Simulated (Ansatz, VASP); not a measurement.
# One calculation of Hf, two programs

Contents of INCAR:

```
PREC = Accurate
ENCUT = 520
EDIFF = 1E-6
ISMEAR = -1
SIGMA = 0.05
LREAL = False
LASPH = True
NELM = 60
ALGO = Normal
ISIF = 2
LWAVE = False
LCHARG = False
GGA = PE
NBANDS = 11
```

Contents of KPOINTS:

```
Automatic mesh
0
Gamma
  14 14 14
```

POSCAR

```
Hf
1.0
   -1.7681529262      1.7681529262      1.7681529262
    1.7681529262     -1.7681529262      1.7681529262
    1.7681529262      1.7681529262     -1.7681529262
Hf
1
Direct
    0.0000000000      0.0000000000      0.0000000000
```

Input for Ansatz:

```yaml
crystal:
  lattice:
    - [-1.7681529262, 1.7681529262, 1.7681529262]
    - [1.7681529262, -1.7681529262, 1.7681529262]
    - [1.7681529262, 1.7681529262, -1.7681529262]
  atoms:
    - { symbol: Hf, position: [0.0, 0.0, 0.0] }
kpoints:
  mp_grid: { grid: [14, 14, 14] }
  band_path:
    path:
      - [0.0, 0.0, 0.0]
      - [0.5, -0.5, 0.5]
      - [0.0, 0.0, 0.5]
      - [0.0, 0.0, 0.0]
      - [0.25, 0.25, 0.25]
      - [0.5, -0.5, 0.5]
      - [0.25, 0.25, 0.25]
      - [0.0, 0.0, 0.5]
    npoints: 5
scf:
  occupations: { method: fermi_dirac, width: 0.05 }
hamiltonian:
  xc: pbe
  pseudopotentials: { kind: all_electron, lapw: { basis_error: 0.0005 } }
output:
  forces: true
  stress: true
  eigenvalues: true
```

Change from the starting cell: volume scaled by 0.94.

Alike in both runs: task single point; functional PBE; k mesh 14 × 14 × 14; occupations fermi-dirac, width 0.05 eV; no spin polarisation.

|  | VASP | Ansatz |
| --- | --- | --- |
| version | VASP 6.6.1 | Ansatz 0.2.0 |
| potentials or method | VASP PAW PBE potentials, release 64 (Hf_pv), cutoff 520 eV | all-electron LAPW, scalar-relativistic |

|  | VASP | Ansatz | Ansatz less VASP |
| --- | --- | --- | --- |
| pressure (GPa) | 0.4 | 0.8 | +0.36 |

Ansatz ran all-electron here, and VASP with PAW potentials.

Neither program's run includes spin-orbit coupling.
